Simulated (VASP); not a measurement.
# BP (I-4m2) in VASP: a series of runs

The runs below take BP through single point, with PBE.

Program: VASP 6.6.1. These are calculated values, not measurements. Logs are shortened: lines on timing, memory, paths and dates and some standing lists are left out, and cuts for length are marked.

## 1. The cell of the first run

Symmetry: I-4m2, No. 119, tetragonal system. Conventional cell: a = 2.968 Å, b = 2.968 Å, c = 4.538 Å, α = 90.00°, β = 90.00°, γ = 90.00°. B (site symmetry -4m2) has 4 P at 1.87 Å within 2.5 Å. Within 2.5 Å of P (site symmetry -4m2) lie 4 B at 1.87 Å.

## 2. Single point, PBE (strain -0.0750 x Voigt [1, 1, 0, 0, 0, 0])

INCAR

```
SYSTEM = BP
PREC = Accurate
ENCUT = 520
EDIFF = 1E-6
ISMEAR = 0
SIGMA = 0.05
LREAL = .False.
LASPH = .True.
NELM = 60
ALGO = Normal
ISIF = 2
LWAVE = .False.
LCHARG = .False.
GGA = PE
NBANDS = 11
```

KPOINTS

```
Automatic mesh
0
Gamma
  10 10 10
  0 0 0
```

POSCAR

```
BP
1.0
    0.0000000000      2.0988250000      2.2690000000
    2.0988250000      0.0000000000      2.2690000000
    2.0988250000      2.0988250000      0.0000000000
B P
1 1
Direct
    0.0000000000      0.0000000000      0.0000000000
    0.7500000000      0.7500000000      0.7500000000
```

Potentials or basis: VASP PAW PBE potentials, release 64 (B, P).

Run with:

```sh
cat potpaw_PBE.64/B/POTCAR potpaw_PBE.64/P/POTCAR > POTCAR
mpirun -np 1 vasp_std > vasp.out
```

OUTCAR:

```text
SYSTEM = BP
   PREC = Accurate
   ENCUT = 520
   EDIFF = 1E-6
   ISMEAR = 0
   LREAL = .False.
   LASPH = .True.
   NELM = 60
   ISIF = 2
   GGA = PE

 ion  position               nearest neighbor table
   1  0.000  0.000  0.000-   2 1.87   2 1.87   2 1.87   2 1.87
   2  0.750  0.750  0.750-   1 1.87   1 1.87   1 1.87   1 1.87

  LATTYP: Found a body centered tetragonal cell.
 ALAT       =     2.9681867800
 C/A-ratio  =     1.5288795269

  Lattice vectors:

 A1 = (  -2.0988250000,   0.0000000000,   2.2690000000)
 A2 = (   2.0988250000,   0.0000000000,   2.2690000000)
 A3 = (   0.0000000000,   2.0988250000,  -2.2690000000)

Analysis of symmetry for initial positions (statically):
=====================================================================
 Subroutine PRICEL returns:
 Original cell was already a primitive cell.

 Routine SETGRP: Setting up the symmetry group for a
 body centered tetragonal supercell.

 Subroutine GETGRP returns: Found  8 space group operations
 (whereof  8 operations were pure point group operations)
 out of a pool of 16 trial point group operations.

The static configuration has the point symmetry D_2d.

Analysis of symmetry for dynamics (positions and initial velocities):
=====================================================================
 Subroutine PRICEL returns:
 Original cell was already a primitive cell.

 Routine SETGRP: Setting up the symmetry group for a
 body centered tetragonal supercell.

 Subroutine GETGRP returns: Found  8 space group operations
 (whereof  8 operations were pure point group operations)
 out of a pool of 16 trial point group operations.

The dynamic configuration has the point symmetry D_2d.

 Subroutine INISYM returns: Found  8 space group operations
 (whereof  8 operations are pure point group operations),
 and found     1 'primitive' translations

----------------------------------------------------------------------------------------

                                     Primitive cell

  volume of cell :      19.9902

  direct lattice vectors                    reciprocal lattice vectors
     0.000000000  2.098825000  2.269000000    -0.238228533  0.238228533  0.220361393
     2.098825000  0.000000000  2.269000000     0.238228533 -0.238228533  0.220361393
     2.098825000  2.098825000  0.000000000     0.238228533  0.238228533 -0.220361393

  length of vectors
     3.090861915  3.090861915  2.968186780     0.402572740  0.402572740  0.402572740

  position of ions in fractional coordinates (direct lattice)
     0.000000000  0.000000000  0.000000000
     0.750000000  0.750000000  0.750000000

  ion indices of the primitive-cell ions
   primitive index   ion index
                 1           1
                 2           2

----------------------------------------------------------------------------------------

 KPOINTS: Automatic mesh

Automatic generation of k-mesh.
 Grid dimensions read from file:
 generate k-points for:   10   10   10

 Generating k-lattice:

  Cartesian coordinates                     Fractional coordinates (reciprocal lattice)
    -0.023822853  0.023822853  0.022036139     0.100000000  0.000000000  0.000000000
     0.023822853 -0.023822853  0.022036139     0.000000000  0.100000000  0.000000000
     0.023822853  0.023822853 -0.022036139     0.000000000  0.000000000  0.100000000

  Length of vectors
     0.040257274  0.040257274  0.040257274

  Shift w.r.t. Gamma in fractional coordinates (k-lattice)
     0.000000000  0.000000000  0.000000000

 Subroutine IBZKPT returns following result:
 ===========================================

 Found    102 irreducible k-points:

 Following reciprocal coordinates:
            Coordinates               Weight
  0.000000  0.000000  0.000000      1.000000
  0.100000  0.000000  0.000000      8.000000
  0.200000  0.000000  0.000000      8.000000
  0.300000  0.000000  0.000000      8.000000
  0.400000  0.000000  0.000000      8.000000
  0.500000  0.000000  0.000000      4.000000
[... 16 lines left out ...]
  0.300000  0.300000  0.000000      2.000000
  0.400000  0.300000  0.000000      8.000000
 [... further k-points ...]
   k-points           NKPTS =    102   k-points in BZ     NKDIM =    102   number of bands    NBANDS=     11
   number of dos      NEDOS =    301   number of ions     NIONS =      2
   total plane-waves  NPLWV =  13824
   dimension x,y,z NGX =    24 NGY =   24 NGZ =   24
   dimension x,y,z NGXF=    48 NGYF=   48 NGZF=   48
   ions per type =               1   1
   NGX,Y,Z   is equivalent  to a cutoff of  12.91, 12.91, 13.44 a.u.
   NGXF,Y,Z  is equivalent  to a cutoff of  25.82, 25.82, 26.88 a.u.
 SYSTEM =  BP
   PREC   = accura    normal or accurate (medium, high low for compatibility)
   ISTART =      0    job   : 0-new  1-cont  2-samecut
   ICHARG =      2    charge: 1-file 2-atom 10-const
   ISPIN  =      1    spin polarized calculation?
   LNONCOLLINEAR =      F non collinear calculations
   LSORBIT =      F    spin-orbit coupling
   LASPH  =      T    aspherical Exc in radial PAW
   ENCUT  =  520.0 eV  38.22 Ry    6.18 a.u.   5.75  5.75  5.52*2*pi/ulx,y,z
   NELM   =     60;   NELMIN=  2; NELMDL= -5     # of ELM steps
   EDIFF  = 0.1E-05   stopping-criterion for ELM
   LREAL  =      F    real-space projection
   EDIFFG = 0.1E-04   stopping-criterion for IOM
   NSW    =      0    number of steps for IOM
   IBRION =     -1    ionic relax: 0-MD 1-quasi-New 2-CG
   NFREE  =      0    steps in history (QN), initial steepest desc. (CG)
   ISIF   =      2    stress and relaxation
   ISYM   =      2    0-nonsym 1-usesym 2-fastsym
   POTIM  = 0.5000    time-step for ionic-motion
   TEBEG  =    0.0;   TEEND  =   0.0 temperature during run
   PSTRESS=    0.0 pullay stress
   NELECT =       8.0000    total number of electrons
   NUPDOWN=      -1.0000    fix difference up-down
   EMIN   =  10.00;   EMAX   =-10.00  energy-range for DOS
   EFERMI =   0.00;   METHOD = LEGACY
   ISMEAR =     0;   SIGMA  =   0.05  broadening in eV -4-tet -1-fermi 0-gaus
   EFERMI_NEDOS =   21; number of points for ismear=-14 and -15
   IALGO  =     38    algorithm
   IMIX   =      4    mixing-type and parameters
     AMIX     =   0.40;   BMIX     =  1.00
     AMIX_MAG =   1.60;   BMIX_MAG =  1.00
  volume/ion in A,a.u.               =      10.00        67.45
  Fermi-wavevector in a.u.,A,eV,Ry     =   1.206422  2.279807 19.802648  1.455454
  Thomas-Fermi vector in A             =   2.342089
   LORBIT       =      0    0 simple, 1 ext, 2 COOP (PROOUT), +10 PAW based schemes
   GGA     = PE    functional components
   LHFCALC =     F    Hartree Fock is set to
   AEXX    =    0.0000 exact exchange contribution
   IVDW    =     0    specifies the selected vdW correction
   LEPSILON=     F    determine dielectric tensor
   LRPA    =     F    only Hartree local field effects (RPA)
 non-spin polarized calculation
 Gauss-broadening in eV      SIGMA  =   0.05
  energy-cutoff  :      520.00
  volume of cell :       19.99
 maximum number of plane-waves:       549
   NGX = 11   NGY = 11   NGZ = 11

 number of electron       8.0000000 magnetization

 Free energy of the ion-electron system (eV)
  ---------------------------------------------------
  ext. energy  EPLUGINS =         0.00000000
  ---------------------------------------------------
  free energy    TOTEN  =       -12.50765404 eV

  energy without entropy =      -12.50765404  energy(sigma->0) =      -12.50765404

 E-fermi :   9.8888     XC(G=0): -11.5970

 val. band max:        9.6896456994   @ k =   0.0000   0.0000   0.0000
 cond. band min:      10.0854392256   @ k =   0.4000   0.0000   0.4000
 fundamental gap:      0.3957935261
 Fermi energy:         9.8888025858

 k-point     1 :       0.0000    0.0000    0.0000
  band No.  band energies     occupation
      1      -7.5356      2.00000
      2       8.7888      2.00000
      3       9.6896      2.00000
      4       9.6896      2.00000
      5      12.9812      0.00000
      6      12.9812      0.00000
      7      13.3642      0.00000
      8      19.0233      0.00000
      9      20.7844      0.00000
     10      22.1095      0.00000
     11      23.1832      0.00000

 k-point     2 :       0.1000    0.0000    0.0000
  band No.  band energies     occupation
      1      -7.3308      2.00000
      2       7.8544      2.00000
      3       8.8445      2.00000
      4       9.3934      2.00000
      5      13.2983      0.00000
      6      13.4607      0.00000
      7      14.0193      0.00000
      8      19.3031      0.00000
      9      20.2558      0.00000
     10      22.1948      0.00000
     11      22.7741      0.00000

 k-point     3 :       0.2000    0.0000    0.0000
  band No.  band energies     occupation
      1      -6.7221      2.00000
      2       5.3855      2.00000
      3       8.0333      2.00000
      4       8.8583      2.00000
      5      13.5186      0.00000
      6      14.3608      0.00000
      7      14.7876      0.00000
      8      19.7527      0.00000
      9      20.3139      0.00000
     10      21.1337      0.00000
     11      23.8548      0.00000

 k-point     4 :       0.3000    0.0000    0.0000
  band No.  band energies     occupation
      1      -5.7341      2.00000
      2       2.7609      2.00000
      3       7.3920      2.00000
      4       8.4177      2.00000
      5      13.3282      0.00000
      6      14.8540      0.00000
      7      15.0247      0.00000
      8      20.3954      0.00000
      9      21.2326      0.00000
     10      21.3674      0.00000
     11      24.5168      0.00000
[... 239 lines left out ...]
 k-point    22 :      -0.2000    0.2000    0.0000
  band No.  band energies     occupation
      1      -5.3009      2.00000
      2       3.4635      2.00000
      3       4.2223      2.00000
      4       8.6550      2.00000
      5      14.7405      0.00000
      6      15.1746      0.00000
      7      15.9090      0.00000
      8      18.7392      0.00000
      9      19.3752      0.00000
     10      24.3164      0.00000
     11      26.1913      0.00000

 k-point    23 :       0.3000    0.3000    0.0000
  band No.  band energies     occupation
      1      -5.3666      2.00000
      2       3.6229      2.00000
      3       6.2643      2.00000
      4       6.2643      2.00000
      5      11.4412      0.00000
      6      13.4999      0.00000
      7      19.2280      0.00000
      8      19.2280      0.00000
      9      23.7330      0.00000
     10      25.3741      0.00000
     11      27.4938      0.00000

 k-point    24 :       0.4000    0.3000    0.0000
  band No.  band energies     occupation
      1      -4.4830      2.00000
      2       2.3231      2.00000
      3       5.0513      2.00000
      4       5.9788      2.00000
      5      11.7295      0.00000
      6      13.5918      0.00000
      7      19.9494      0.00000
      8      20.0350      0.00000
      9      24.5311      0.00000
     10      25.9776      0.00000
     11      28.2822      0.00000

 [... further k-points ...]
[... 5 lines left out ...]
  --------------------------------------------------------------------------------------
  -------------------------------------------------------------------------------------
  Total        5.4597978      5.4597978      2.2130339      0.0000000     -0.0000000     -0.0000000
  in kB      437.5928238    437.5928238    177.3706300      0.0000000     -0.0000000     -0.0000000
  external PRESSURE =     350.8520925 kB  Pullay stress =       0.0000000 kB

 VOLUME and BASIS-vectors are now :
 -----------------------------------------------------------------------------
  energy-cutoff  :      520.00
  volume of cell :       19.99
      direct lattice vectors                 reciprocal lattice vectors
     0.000000000  2.098825000  2.269000000    -0.238228533  0.238228533  0.220361393
     2.098825000  0.000000000  2.269000000     0.238228533 -0.238228533  0.220361393
     2.098825000  2.098825000  0.000000000     0.238228533  0.238228533 -0.220361393

 POSITION                                       TOTAL-FORCE (eV/Angst)
 -----------------------------------------------------------------------------------
      0.00000      0.00000      0.00000        -0.000000      0.000000      0.000000
      3.14824      3.14824      3.40350         0.000000     -0.000000      0.000000
 -----------------------------------------------------------------------------------
    total drift:                                0.000000      0.000000     -0.000000

  FREE ENERGIE OF THE ION-ELECTRON SYSTEM (eV)
  ---------------------------------------------------
  free  energy   TOTEN  =       -12.5076540424 eV

  energy  without entropy=      -12.5076540424  energy(sigma->0) =      -12.50765404
```

Wall time 23 s (1 thread of Intel Xeon Platinum 8488C (Sapphire Rapids), shared host); peak memory 0.14 GiB.

What came out:

```
Free energy            : -12.5077 eV
Pressure               : 35.1 GPa
Band gap on the k mesh : 0.40 eV, indirect (least direct gap 3.29 eV)
```

Stress tensor (GPa, compression positive):
```
43.76  0.00  0.00
 0.00 43.76  0.00
 0.00  0.00 17.74
```

Caveat: the cell differs from its parent crystal (strain -0.0750 x Voigt [1, 1, 0, 0, 0, 0]). A k mesh can miss the band edges.

(Continued in part 2 of 2.)
